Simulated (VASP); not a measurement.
BaW:

```xyz
6
Lattice="5.3555 0.0000 0.0000 -2.6778 4.6380 0.0000 0.0000 0.0000 6.3658" Properties=species:S:1:pos:R:3 pbc="T T T"
Ba    3.7176    0.0000    4.2439
Ba   -1.8588    3.2195    2.1219
Ba    0.8190    1.4185    0.0000
W     3.0867    0.0000    1.0610
W    -1.5433    2.6731    5.3049
W     1.1344    1.9649    3.1829
```

```yaml
Program: VASP 6.6.1
Task: relaxation of cell and atoms
Functional: PBE
Potentials_or_basis: VASP PAW PBE potentials, release 64 (Ba_sv, W_sv)
Cutoff: 600 eV
k_mesh: 6 × 6 × 4
Occupations: gaussian, width 0.1 eV
Spin: no spin polarisation
```

At the start: pressure 2.8 GPa; volume 26.35 Å³/atom.

**Question.** How do energy, volume and symmetry change on relaxing?

**Answer.** Over 8 steps the energy falls by 15.3 meV/atom and the volume is 27.60 Å³/atom (+4.7 %); space group P3_221 (No. 154, to 0.1 Å) before and after.

Step by step:
```tsv
step	energy change (eV)	largest force (eV/Å)	pressure (GPa)	volume (Å³)
1	0.0000	0.3272	2.76	158.12
2	-0.0710	0.1456	-0.78	168.73
3	-0.0759	0.1471	-0.12	166.43
4	-0.0806	0.1226	-0.09	166.20
5	-0.0892	0.0460	0.02	165.50
6	-0.0811	0.1151	0.28	164.12
7	-0.0903	0.0131	0.08	165.15
8	-0.0917	0.0070	-0.07	165.62
```

Final structure:
```yaml
crystal:
  lattice:
    - [5.44159, 0.00000, 0.00000]
    - [-2.72080, 4.71256, 0.00000]
    - [0.00000, 0.00000, 6.45858]
  atoms:
    - { symbol: Ba, position: [0.68526, 0.00000, 0.66667] }
    - { symbol: Ba, position: [0.00000, 0.68526, 0.33333] }
    - { symbol: Ba, position: [0.31474, 0.31474, 0.00000] }
    - { symbol: W, position: [0.58501, 0.00000, 0.16667] }
    - { symbol: W, position: [0.00000, 0.58501, 0.83333] }
    - { symbol: W, position: [0.41499, 0.41499, 0.50000] }
```
